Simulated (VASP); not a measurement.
# CuP2Au2O8 (P-1) in VASP: single point with PBE

Aim: the single point of CuP2Au2O8 with PBE.

All numbers are computed with VASP 6.6.1; they aren't measurements. Logs are shortened: lines on timing, memory, paths and dates and some standing lists are left out, and cuts for length are marked.

## Step 1: The cell of the first run

The typed cell holds 13 atoms: a = 5.002 Å, b = 5.599 Å, c = 6.833 Å, α = 72.72°, β = 86.58°, γ = 69.06°.

## Step 2: Single point, PBE

INCAR reads:

```
ALGO     = Normal         # electronic algorithm
EDIFF    = 1E-7           # SCF threshold, eV
ENCUT    = 520            # plane-wave cutoff, eV
GGA      = PE             # functional
ISIF     = 2              # what is computed and relaxed
ISMEAR   = -1             # smearing method
LASPH    = True           # aspherical terms in the spheres
LCHARG   = False          # write CHGCAR
LREAL    = False          # projectors in reciprocal space
LWAVE    = False          # write WAVECAR
NBANDS   = 58             # bands
NELM     = 80             # most SCF steps
PREC     = Accurate       # precision mode
SIGMA    = 0.1            # smearing width, eV
```

KPOINTS reads:

```
Automatic mesh
0
Gamma
  4 4 3
  0 0.5 0
```

POSCAR reads:

```
CuP2Au2O8
1.0
    5.0021660000      0.0000000000      0.0000000000
    2.0005560000      5.2290720000      0.0000000000
    0.4077490000      2.0176670000      6.5156500000
Cu Au P O
1 2 2 8
Direct
    0.5000000000      0.0000000000      0.5000000000
    0.2118400000      0.7381700000      0.1917100000
    0.7881600000      0.2618300000      0.8082900000
    0.8665000000      0.3392000000      0.2814600000
    0.1335000000      0.6608000000      0.7185400000
    0.1796000000      0.3337000000      0.3316000000
    0.8204000000      0.6663000000      0.6684000000
    0.7335000000      0.2257000000      0.4930000000
    0.2665000000      0.7743000000      0.5070000000
    0.8902000000      0.1502000000      0.1410000000
    0.1098000000      0.8498000000      0.8590000000
    0.6756000000      0.6372000000      0.1722000000
    0.3244000000      0.3628000000      0.8278000000
```

Potentials or basis: VASP PAW PBE potentials, release 64 (Cu, Au, P, O).

Started as:

```bash
> cat potpaw_PBE.64/Cu/POTCAR potpaw_PBE.64/Au/POTCAR potpaw_PBE.64/P/POTCAR potpaw_PBE.64/O/POTCAR > POTCAR
> mpirun -np 1 vasp_std > vasp.out
```

OUTCAR:

```text
EDIFF = 1E-7
   ENCUT = 520
   GGA = PE
   ISIF = 2
   ISMEAR = -1
   LASPH = True
   LREAL = False
   NELM = 80
   PREC = Accurate

 ion  position               nearest neighbor table
   1  0.500  0.000  0.500-   8 1.99   9 1.99   6 2.05   7 2.05
   2  0.212  0.738  0.192-  12 2.19  11 2.21  10 2.23   6 2.24   9 2.26   4 3.19   4 3.21   3 3.41

   3  0.788  0.262  0.808-  13 2.19  10 2.21  11 2.23   7 2.24   8 2.26   5 3.19   5 3.21   2 3.41

   4  0.867  0.339  0.281-  12 1.57  10 1.60   8 1.61   6 1.61   2 3.19   2 3.21
   5  0.133  0.661  0.719-  13 1.57  11 1.60   9 1.61   7 1.61   3 3.19   3 3.21
   6  0.180  0.334  0.332-   4 1.61   1 2.05   2 2.24
   7  0.820  0.666  0.668-   5 1.61   1 2.05   3 2.24
   8  0.733  0.226  0.493-   4 1.61   1 1.99   3 2.26
   9  0.267  0.774  0.507-   5 1.61   1 1.99   2 2.26
  10  0.890  0.150  0.141-   4 1.60   3 2.21   2 2.23
  11  0.110  0.850  0.859-   5 1.60   2 2.21   3 2.23
  12  0.676  0.637  0.172-   4 1.57   2 2.19
  13  0.324  0.363  0.828-   5 1.57   3 2.19

  LATTYP: Found a triclinic cell.
 ALAT       =     5.5986979103
 B/A-ratio  =     2.8187053511
 C/A-ratio  =     1.0769170098
 COS(alpha) =     0.0066823832
 COS(beta)  =     0.6321259420
 COS(gamma) =     0.7099424092

  Lattice vectors:

 A1 = (  -2.0005560000,  -5.2290720000,   0.0000000000)
 A2 = ( -12.4126370000,  -7.2467390000,  -6.5156500000)
 A3 = (   3.0016100000,  -5.2290720000,   0.0000000000)

Analysis of symmetry for initial positions (statically):
=====================================================================
 Subroutine PRICEL returns:
 Original cell was already a primitive cell.

 Routine SETGRP: Setting up the symmetry group for a
 triclinic supercell.

 Subroutine GETGRP returns: Found  2 space group operations
 (whereof  2 operations were pure point group operations)
 out of a pool of  2 trial point group operations.

The static configuration has the point symmetry S_2 .

Analysis of symmetry for dynamics (positions and initial velocities):
=====================================================================
 Subroutine PRICEL returns:
 Original cell was already a primitive cell.

 Routine SETGRP: Setting up the symmetry group for a
 triclinic supercell.

 Subroutine GETGRP returns: Found  2 space group operations
 (whereof  2 operations were pure point group operations)
 out of a pool of  2 trial point group operations.

The dynamic configuration has the point symmetry S_2 .

 Subroutine INISYM returns: Found  2 space group operations
 (whereof  2 operations are pure point group operations),
 and found     1 'primitive' translations

----------------------------------------------------------------------------------------

                                     Primitive cell

  volume of cell :     170.4278

  direct lattice vectors                    reciprocal lattice vectors
     5.002166000  0.000000000  0.000000000     0.199913398 -0.076483542  0.011173686
     2.000556000  5.229072000  0.000000000     0.000000000  0.191238522 -0.059219825
     0.407749000  2.017667000  6.515650000     0.000000000  0.000000000  0.153476629

  length of vectors
     5.002166000  5.598697910  6.833076488     0.214336068  0.200197802  0.153476629

  position of ions in fractional coordinates (direct lattice)
     0.500000000  1.000000000  0.500000000
     0.211840000  0.738170000  0.191710000
     0.788160000  0.261830000  0.808290000
     0.866500000  0.339200000  0.281460000
     0.133500000  0.660800000  0.718540000
     0.179600000  0.333700000  0.331600000
     0.820400000  0.666300000  0.668400000
     0.733500000  0.225700000  0.493000000
     0.266500000  0.774300000  0.507000000
     0.890200000  0.150200000  0.141000000
     0.109800000  0.849800000  0.859000000
     0.675600000  0.637200000  0.172200000
     0.324400000  0.362800000  0.827800000

  ion indices of the primitive-cell ions
   primitive index   ion index
                 1           1
                 2           2
                 3           3
                 4           4
                 5           5
                 6           6
                 7           7
                 8           8
                 9           9
                10          10
                11          11
                12          12
                13          13

----------------------------------------------------------------------------------------

 KPOINTS: Automatic mesh

Automatic generation of k-mesh.
 Grid dimensions read from file:
 generate k-points for:    4    4    3

 Generating k-lattice:

  Cartesian coordinates                     Fractional coordinates (reciprocal lattice)
     0.049978349 -0.019120885  0.002793422     0.250000000  0.000000000  0.000000000
     0.000000000  0.047809630 -0.014804956     0.000000000  0.250000000 -0.000000000
     0.000000000  0.000000000  0.051158876     0.000000000  0.000000000  0.333333333

  Length of vectors
     0.053584017  0.050049451  0.051158876

  Shift w.r.t. Gamma in fractional coordinates (k-lattice)
     0.000000000  0.500000000  0.000000000

 Subroutine IBZKPT returns following result:
 ===========================================

 Found     24 irreducible k-points:

 Following reciprocal coordinates:
            Coordinates               Weight
  0.000000  0.125000 -0.000000      2.000000
  0.250000  0.125000  0.000000      2.000000
  0.500000  0.125000 -0.000000      2.000000
 -0.250000  0.125000  0.000000      2.000000
  0.000000  0.375000  0.000000      2.000000
  0.250000  0.375000  0.000000      2.000000
[... 16 lines left out ...]
  0.500000 -0.125000  0.333333      2.000000
 -0.250000 -0.125000  0.333333      2.000000
   k-points           NKPTS =     24   k-points in BZ     NKDIM =     24   number of bands    NBANDS=     58
   number of dos      NEDOS =    301   number of ions     NIONS =     13
   total plane-waves  NPLWV =  90720
   dimension x,y,z NGX =    40 NGY =   42 NGZ =   54
   dimension x,y,z NGXF=    80 NGYF=   84 NGZF=  108
   ions per type =               1   2   2   8
   NGX,Y,Z   is equivalent  to a cutoff of  13.29, 12.47, 13.14 a.u.
   NGXF,Y,Z  is equivalent  to a cutoff of  26.59, 24.94, 26.28 a.u.
 SYSTEM =  unknown system
   PREC   = accura    normal or accurate (medium, high low for compatibility)
   ISTART =      0    job   : 0-new  1-cont  2-samecut
   ICHARG =      2    charge: 1-file 2-atom 10-const
   ISPIN  =      1    spin polarized calculation?
   LNONCOLLINEAR =      F non collinear calculations
   LSORBIT =      F    spin-orbit coupling
   LASPH  =      T    aspherical Exc in radial PAW
   ENCUT  =  520.0 eV  38.22 Ry    6.18 a.u.   9.30 10.41 12.70*2*pi/ulx,y,z
   NELM   =     80;   NELMIN=  2; NELMDL= -5     # of ELM steps
   EDIFF  = 0.1E-06   stopping-criterion for ELM
   LREAL  =      F    real-space projection
   EDIFFG = 0.1E-05   stopping-criterion for IOM
   NSW    =      0    number of steps for IOM
   IBRION =     -1    ionic relax: 0-MD 1-quasi-New 2-CG
   NFREE  =      0    steps in history (QN), initial steepest desc. (CG)
   ISIF   =      2    stress and relaxation
   ISYM   =      2    0-nonsym 1-usesym 2-fastsym
   POTIM  = 0.5000    time-step for ionic-motion
   TEBEG  =    0.0;   TEEND  =   0.0 temperature during run
   PSTRESS=    0.0 pullay stress
   NELECT =      91.0000    total number of electrons
   NUPDOWN=      -1.0000    fix difference up-down
   EMIN   =  10.00;   EMAX   =-10.00  energy-range for DOS
   EFERMI =   0.00;   METHOD = LEGACY
   ISMEAR =    -1;   SIGMA  =   0.10  broadening in eV -4-tet -1-fermi 0-gaus
   EFERMI_NEDOS =   21; number of points for ismear=-14 and -15
   IALGO  =     38    algorithm
   IMIX   =      4    mixing-type and parameters
     AMIX     =   0.40;   BMIX     =  1.00
     AMIX_MAG =   1.60;   BMIX_MAG =  1.00
  volume/ion in A,a.u.               =      13.11        88.47
  Fermi-wavevector in a.u.,A,eV,Ry     =   1.328134  2.509809 23.999850  1.763939
  Thomas-Fermi vector in A             =   2.457394
   LORBIT       =      0    0 simple, 1 ext, 2 COOP (PROOUT), +10 PAW based schemes
   GGA     = PE    functional components
   LHFCALC =     F    Hartree Fock is set to
   AEXX    =    0.0000 exact exchange contribution
   IVDW    =     0    specifies the selected vdW correction
   LEPSILON=     F    determine dielectric tensor
   LRPA    =     F    only Hartree local field effects (RPA)
 non-spin polarized calculation
  energy-cutoff  :      520.00
  volume of cell :      170.43
 maximum number of plane-waves:      4603
 NGX is ok and might be reduce to    40
   NGX = 19   NGY = 21   NGZ = 25

 number of electron      91.0000007 magnetization

 Free energy of the ion-electron system (eV)
  ---------------------------------------------------
  ext. energy  EPLUGINS =         0.00000000
  ---------------------------------------------------
  free energy    TOTEN  =       -74.70192032 eV

  energy without entropy =      -74.47347162  energy(sigma->0) =      -74.58769597

 E-fermi :   3.4349     XC(G=0): -10.1543

 val. band max:        3.4088038273   @ k =   0.2500  -0.3750   0.3333
 cond. band min:       3.4349945111   @ k =   0.5000   0.1250  -0.0000
 fundamental gap:      0.0261906838
 Fermi energy:         3.4348755039

 k-point     1 :       0.0000    0.1250   -0.0000
  band No.  band energies     occupation
      1     -18.0337      2.00000
      2     -17.7124      2.00000
      3     -15.8168      2.00000
      4     -15.7104      2.00000
      5     -15.6175      2.00000
      6     -15.5948      2.00000
[... 49 lines left out ...]
     56      11.6425      0.00000
     57      12.0018      0.00000

 k-point     2 :       0.2500    0.1250    0.0000
  band No.  band energies     occupation
      1     -17.9867      2.00000
      2     -17.6916      2.00000
      3     -15.8180      2.00000
      4     -15.7143      2.00000
      5     -15.6670      2.00000
      6     -15.6383      2.00000
[... 49 lines left out ...]
     56      11.5263      0.00000
     57      11.7134      0.00000

 k-point     3 :       0.5000    0.1250   -0.0000
  band No.  band energies     occupation
      1     -17.8926      2.00000
      2     -17.6939      2.00000
      3     -15.8676      2.00000
      4     -15.7471      2.00000
      5     -15.6932      2.00000
      6     -15.6721      2.00000
[... 1193 lines left out ...]
  band No.  band energies     occupation
      1     -17.8411      2.00000
      2     -17.7209      2.00000
      3     -15.9242      2.00000
      4     -15.7465      2.00000
      5     -15.7097      2.00000
      6     -15.6493      2.00000
[... 49 lines left out ...]
     56      11.6389      0.00000
     57      11.7488      0.00000

 k-point    24 :      -0.2500   -0.1250    0.3333
  band No.  band energies     occupation
      1     -17.9228      2.00000
      2     -17.7391      2.00000
      3     -15.8169      2.00000
      4     -15.7928      2.00000
      5     -15.6485      2.00000
      6     -15.6231      2.00000
[... 49 lines left out ...]
     56      11.7226      0.00000
     57      11.8187      0.00000
 [bands above 57 left out]

------------------------ aborting loop because EDIFF is reached ----------------------------------------

  FORCE on cell =-STRESS in cart. coord.  units (eV):
  Direction    XX          YY          ZZ          XY          YZ          ZX
  --------------------------------------------------------------------------------------
  -------------------------------------------------------------------------------------
  Total       -2.2337479     -0.5565928     -3.6928795     -0.0563564     -2.2006957     -0.7055725
  in kB      -20.9992737     -5.2324815    -34.7164451     -0.5298018    -20.6885529     -6.6330273
  external PRESSURE =     -20.3160668 kB  Pullay stress =       0.0000000 kB

 VOLUME and BASIS-vectors are now :
 -----------------------------------------------------------------------------
  energy-cutoff  :      520.00
  volume of cell :      170.43
      direct lattice vectors                 reciprocal lattice vectors
     5.002166000  0.000000000  0.000000000     0.199913398 -0.076483542  0.011173686
     2.000556000  5.229072000  0.000000000     0.000000000  0.191238522 -0.059219825
     0.407749000  2.017667000  6.515650000     0.000000000  0.000000000  0.153476629

 POSITION                                       TOTAL-FORCE (eV/Angst)
 -----------------------------------------------------------------------------------
      2.70496      1.00883      3.25782        -0.000000      0.000000      0.000000
      2.61458      4.24675      1.24912        -0.086215      0.394491      0.203018
      4.79589      2.99999      5.26653         0.086215     -0.394491     -0.203018
      5.12773      2.34159      1.83389         0.515439      0.713193      0.001015
      2.28274      4.90515      4.68176        -0.515439     -0.713193     -0.001015
      1.70118      2.41400      2.16059        -1.471512     -0.887730      0.209724
      5.70929      4.83274      4.35506         1.471512      0.887730     -0.209724
      4.32163      2.17491      3.21222         0.128879     -0.391793     -0.809380
      3.08884      5.07183      3.30343        -0.128879      0.391793      0.809380
      4.81090      1.06990      0.91871        -0.220217      0.989348      0.494716
      2.59957      6.17684      5.59694         0.220217     -0.989348     -0.494716
      4.72443      3.67941      1.12199         0.948761     -1.506218      0.527713
      2.68604      3.56733      5.39366        -0.948761      1.506218     -0.527713
 -----------------------------------------------------------------------------------
    total drift:                                0.000000      0.000000      0.000000

  FREE ENERGIE OF THE ION-ELECTRON SYSTEM (eV)
  ---------------------------------------------------
  free  energy   TOTEN  =       -74.7019203175 eV

  energy  without entropy=      -74.4734716211  energy(sigma->0) =      -74.58769597
```

Run time: 9.8 min. Hardware: 1 thread of Intel Xeon Platinum 8175M at 2.50GHz (Skylake/Cascade Lake), shared host; peak memory 0.42 GiB.

What came out:

```
Free energy            : -74.7019 eV
Pressure               : -2.0 GPa
Largest force          : 1.857 eV/Å
Band gap on the k mesh : zero (an odd number of electrons rules out a gap without spin polarisation)
```

Forces on the atoms (eV/Å):
```
Cu   0.000  0.000  0.000
Au  -0.086  0.394  0.203
Au   0.086 -0.394 -0.203
P    0.515  0.713  0.001
P   -0.515 -0.713 -0.001
O   -1.472 -0.888  0.210
O    1.472  0.888 -0.210
O    0.129 -0.392 -0.809
O   -0.129  0.392  0.809
O   -0.220  0.989  0.495
O    0.220 -0.989 -0.495
O    0.949 -1.506  0.528
O   -0.949  1.506 -0.528
```

Caveat: spin-orbit coupling is left out, which moves the levels of the heavy elements; an odd number of electrons without spin polarisation forces a metal; a magnetic or distorted state may lie lower; semilocal functionals often make such compounds metallic where correlation or magnetic order opens a gap, which also shifts bond lengths. With open d or f shells a metallic result of PBE can be an artefact of self-interaction; +U or a hybrid may open a gap.
